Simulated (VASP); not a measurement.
Set up this calculation in VASP 6.6.1, as the native input.

```
Task                   : single point
Functional             : PBE
Potentials or basis    : VASP PAW PBE potentials, release 64 (B, C)
Cutoff                 : 520 eV
k mesh                 : 6 × 6 × 2
Occupations            : fermi-dirac, width 0.1 eV
Spin                   : no spin polarisation
Dipole correction      : no
Further INCAR settings : ALGO = Normal; EDIFF = 1e-06; NBANDS = 20
```

The structure of BC5 lies in POSCAR:

```
BC5
1.0
    2.5515510000      0.0000000000      0.0000000000
   -1.2757755000      2.2097079851      0.0000000000
    0.0000000000      0.0000000000      6.3996570000
B C
1 5
Direct
    0.3333330000      0.6666670000      0.0075860000
    0.3333330000      0.6666670000      0.2595110000
    0.6666670000      0.3333330000      0.3390330000
    0.0000000000      0.0000000000      0.6645630000
    0.6666670000      0.3333330000      0.5813640000
    0.0000000000      0.0000000000      0.8989420000
```

One way to write it, as run:

INCAR

```
PREC = Accurate
ENCUT = 520
EDIFF = 1E-6
ISMEAR = -1
SIGMA = 0.1
LREAL = F
LASPH = T
NELM = 80
ALGO = Normal
ISIF = 2
LWAVE = F
LCHARG = F
GGA = PE
NBANDS = 20
```

KPOINTS

```
Automatic mesh
0
Gamma
  6 6 2
```

Potentials or basis: VASP PAW PBE potentials, release 64 (B, C).

The run is started by

```sh
$ cat potpaw_PBE.64/B/POTCAR potpaw_PBE.64/C/POTCAR > POTCAR
$ mpirun -np 1 vasp_std > vasp.out
```

It gave:

| Property | Result |
| --- | --- |
| Pressure | -0.1 GPa |
| Largest force | 0.514 eV/Å |
| Band gap on the k mesh | zero (an odd number of electrons rules out a gap without spin polarisation) |

Caveat: the k points lie up to 0.49 Å⁻¹ apart, too coarse for converged energies and pressures of a metal.

It took 14 s on 1 thread of AMD EPYC 7R13 Processor (Zen 3) (shared host), peak memory 0.11 GiB.
